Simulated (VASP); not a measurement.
Input of a VASP 6.6.1 run:

Contents of INCAR:

```
PREC = Accurate
ENCUT = 520
EDIFF = 1E-6
ISMEAR = 0
SIGMA = 0.02
LREAL = False
LASPH = True
NELM = 60
ALGO = Normal
ISIF = 2
LWAVE = False
LCHARG = False
GGA = PE
IVDW = 12
NBANDS = 35
```

The input KPOINTS:

```
regular mesh
0
Gamma
  9 9 2
```

The input POSCAR:

```
WSe2
1.0
    3.2936790654      0.0000000000      0.0000000000
   -1.6468395327      2.8524097426      0.0000000000
    0.0000000000      0.0000000000     13.0551394673
W Se
2 4
Direct
    0.3333333333      0.6666666667      0.2500000000
    0.6666666667      0.3333333333      0.7500000000
    0.3333333333      0.6666666667      0.6211360245
    0.6666666667      0.3333333333      0.1211360245
    0.3333333333      0.6666666667      0.8788639755
    0.6666666667      0.3333333333      0.3788639755
```

Potentials or basis: VASP PAW PBE potentials, release 64 (W_sv, Se).

The run is started by

```bash
$ cat potpaw_PBE.64/W_sv/POTCAR potpaw_PBE.64/Se/POTCAR > POTCAR
$ mpirun -np 1 vasp_std > vasp.out
```

(1) Predict the band gap on the k mesh.

(2) Estimate the pressure.

Answers

(1) 1.09 eV, indirect (least direct gap 1.53 eV).

(2) -0.9 GPa.

Caveat: spin-orbit coupling is left out, which moves the levels of the heavy elements.
